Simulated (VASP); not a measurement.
Write the native input for VASP 6.6.1 that does the following.

```
Task                   : single point
Functional             : r2SCAN
Potentials or basis    : VASP PAW PBE potentials, release 64 (Mg, O)
Cutoff                 : 660 eV
k mesh                 : 10 × 10 × 10
Occupations            : gaussian, width 0.02 eV
Spin                   : no spin polarisation
Dipole correction      : no
Further INCAR settings : ALGO = Normal; EDIFF = 1e-06; NBANDS = 11
```

The system is MgO.

```xyz
2
Lattice="0.0000 2.2209 2.2209 2.2209 0.0000 2.2209 2.2209 2.2209 0.0000" Properties=species:S:1:pos:R:3 pbc="T T T"
Mg    0.0000    0.0000    0.0000
O     2.2209    2.2209    2.2209
```

This cell differs from its parent crystal: functional r2SCAN, strained.

These files were run (other wordings do the same):

POSCAR

```
MgO
1.0
    0.0000000000      2.2208976240      2.2208976240
    2.2208976240      0.0000000000      2.2208976240
    2.2208976240      2.2208976240      0.0000000000
Mg O
1 1
Direct
    0.0000000000      0.0000000000      0.0000000000
    0.5000000000      0.5000000000      0.5000000000
```

INCAR.step1

```
ALGO = Normal
EDIFF = 1E-5
ENCUT = 660
GGA = PE
GGA_COMPAT = F
ISMEAR = 0
LASPH = T
LCHARG = F
LREAL = F
LWAVE = T
NBANDS = 11
NELM = 120
PREC = Accurate
SIGMA = 0.02
```

INCAR.step2

```
ALGO = Normal
EDIFF = 1E-6
ENCUT = 660
GGA_COMPAT = F
ISIF = 2
ISMEAR = 0
ISTART = 1
LASPH = T
LCHARG = F
LMIXTAU = T
LREAL = F
LWAVE = F
METAGGA = R2SCAN
NBANDS = 11
NELM = 120
PREC = Accurate
SIGMA = 0.02
```

KPOINTS

```
k-points
0
Gamma
  10 10 10
```

Potentials or basis: VASP PAW PBE potentials, release 64 (Mg, O).

The run is started by

```console
$ cat potpaw_PBE.64/Mg/POTCAR potpaw_PBE.64/O/POTCAR > POTCAR
$ cp INCAR.step1 INCAR
$ mpirun -np 1 vasp_std > vasp.out
$ cp INCAR.step2 INCAR
$ mpirun -np 1 vasp_std > vasp.out
```

It gave:

```
Pressure               : -20.8 GPa
Band gap on the k mesh : 4.14 eV, direct
```

Caveat: the cell differs from its parent crystal (functional r2SCAN, strained); the PAW data sets were made with another functional, which shifts forces and pressure a little.

Wall time 42 s on 1 thread of Intel(R) Xeon(R) Platinum 8559C (Emerald Rapids) (shared host), peak memory 0.17 GiB.
